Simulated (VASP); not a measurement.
Wanted: the native input for a VASP 6.6.1 run.

| Quantity | Value |
| --- | --- |
| Task | single point |
| Functional | PBE-based screened hybrid with 30 % exact exchange |
| Potentials or basis | VASP PAW PBE potentials, release 64 (Zn, F) |
| Cutoff | 520 eV |
| k mesh | 4 × 4 × 4 |
| Occupations | gaussian, width 0.05 eV |
| Spin | no spin polarisation |
| Dipole correction | no |
| Grid for exact exchange (PRECFOCK) | Normal |
| Share of exact exchange | 0.3 |
| Further INCAR settings | ALGO = Normal; EDIFF = 1e-06; NBANDS = 35 |
| Screening parameter | 0.20787 1/Å |

Crystal: ZnF2.

```
CELL_PARAMETERS angstrom
4.69451 0.00000 0.00000
0.00000 4.69451 0.00000
0.00000 0.00000 3.14601
ATOMIC_POSITIONS crystal
Zn 0.00000 0.00000 0.00000
Zn 0.50000 0.50000 0.50000
F 0.30274 0.30274 0.00000
F 0.19726 0.80274 0.50000
F 0.69726 0.69726 0.00000
F 0.80274 0.19726 0.50000
```

One way to write it, as run:

POSCAR

```
ZnF2
1.0
    4.6945138502      0.0000000000      0.0000000000
    0.0000000000      4.6945138502      0.0000000000
    0.0000000000      0.0000000000      3.1460092533
Zn F
2 4
Direct
    0.0000000000      0.0000000000      0.0000000000
    0.5000000000      0.5000000000      0.5000000000
    0.3027439746      0.3027439746      0.0000000000
    0.1972560254      0.8027439746      0.5000000000
    0.6972560254      0.6972560254      0.0000000000
    0.8027439746      0.1972560254      0.5000000000
```

INCAR.step1

```
SYSTEM = ZnF2
ALGO = Normal ; EDIFF = 1E-5
ENCUT = 520 ; GGA = PE
GGA_COMPAT = .FALSE. ; ISIF = 2
ISMEAR = 0 ; KPAR = 4
LASPH = .TRUE. ; LREAL = .FALSE.
LWAVE = .TRUE. ; NBANDS = 35
NELM = 120 ; PREC = Accurate
SIGMA = 0.05
```

INCAR.step2

```
SYSTEM = ZnF2
AEXX = 0.3 ; ALGO = Normal
EDIFF = 1E-6 ; ENCUT = 520
GGA = PE ; GGA_COMPAT = .FALSE.
HFSCREEN = 0.20787 ; ISIF = 2
ISMEAR = 0 ; ISTART = 1
KPAR = 4 ; LASPH = .TRUE.
LCHARG = .TRUE. ; LHFCALC = .TRUE.
LREAL = .FALSE. ; LVHAR = .TRUE.
LWAVE = .FALSE. ; NBANDS = 35
NELM = 120 ; PREC = Accurate
PRECFOCK = Normal ; SIGMA = 0.05
```

KPOINTS

```
k-points
0
G
  4 4 4
  0 0 0
```

Potentials or basis: VASP PAW PBE potentials, release 64 (Zn, F).

Launch:

```sh
$ cat potpaw_PBE.64/Zn/POTCAR potpaw_PBE.64/F/POTCAR > POTCAR
$ cp INCAR.step1 INCAR
$ mpirun -np 4 vasp_std > vasp.out
$ cp INCAR.step2 INCAR
$ mpirun -np 4 vasp_std > vasp.out
```

It gave:

```json
{
 "Pressure": "2.2 GPa",
 "Largest force": "0.044 eV/Å",
 "Band gap on the k mesh": "6.52 eV"
}
```

Caveat: the k points lie up to 0.50 Å⁻¹ apart; the PAW data sets were made with another functional, which shifts forces and pressure a little.

It took 60 min on 4 MPI ranks on AMD EPYC 7R43 64-Core Processor (Zen 3) (shared host), peak memory 0.29 GiB a rank.
